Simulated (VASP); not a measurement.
Set up this calculation in VASP 6.6.1, as the native input.

| Property | Result |
| --- | --- |
| Task | electric field gradients |
| Functional | PBE |
| Potentials or basis | VASP PAW PBE potentials, release 64 (Cd, S) |
| Cutoff | 520 eV |
| k mesh | 7 × 7 × 7 |
| Occupations | fermi-dirac, width 0.02 eV |
| Spin | no spin polarisation |
| Dipole correction | no |
| Further INCAR settings | ALGO = Normal; EDIFF = 1e-08; NBANDS = 16 |

The structure of CdS lies in POSCAR:

```
CdS
1.0
    0.0000000000      2.9429534649      2.9429534649
    2.9429534649      0.0000000000      2.9429534649
    2.9429534649      2.9429534649      0.0000000000
Cd S
1 1
Direct
    0.0000000000      0.0000000000      0.0000000000
    0.7500000000      0.7500000000      0.7500000000
```

The input as run:

INCAR

```
SYSTEM = CdS
ALGO     = Normal         ! electronic algorithm
EDIFF    = 1E-8           ! SCF threshold, eV
ENCUT    = 520            ! plane-wave cutoff, eV
GGA      = PE             ! functional
ISIF     = 2              ! what is computed and relaxed
ISMEAR   = -1             ! smearing method
LASPH    = .TRUE.         ! aspherical terms in the spheres
LCHARG   = .FALSE.        ! write CHGCAR
LEFG     = .TRUE.       
LREAL    = .FALSE.        ! projectors in reciprocal space
LWAVE    = .FALSE.        ! write WAVECAR
NBANDS   = 16             ! bands
NELM     = 100            ! most SCF steps
PREC     = Accurate       ! precision mode
SIGMA    = 0.02           ! smearing width, eV
```

KPOINTS

```
k-points
0
G
  7 7 7
  0 0 0
```

Potentials or basis: VASP PAW PBE potentials, release 64 (Cd, S).

Launch:

```sh
$ cat potpaw_PBE.64/Cd/POTCAR potpaw_PBE.64/S/POTCAR > POTCAR
$ mpirun -np 1 vasp_std > vasp.out
```

It gave:

```json
{
  "Pressure": "1.5 GPa",
  "Band gap on the k mesh": "1.09 eV, direct"
}
```

Caveat: without QUAD_EFG the Cq values of the log hold for a quadrupole moment of 1 mb, not for the nuclei.

It took 24 s on 1 thread of Intel(R) Xeon(R) Platinum 8259CL CPU @ 2.50GHz (Skylake/Cascade Lake), with other jobs on the host, peak memory 0.18 GiB.
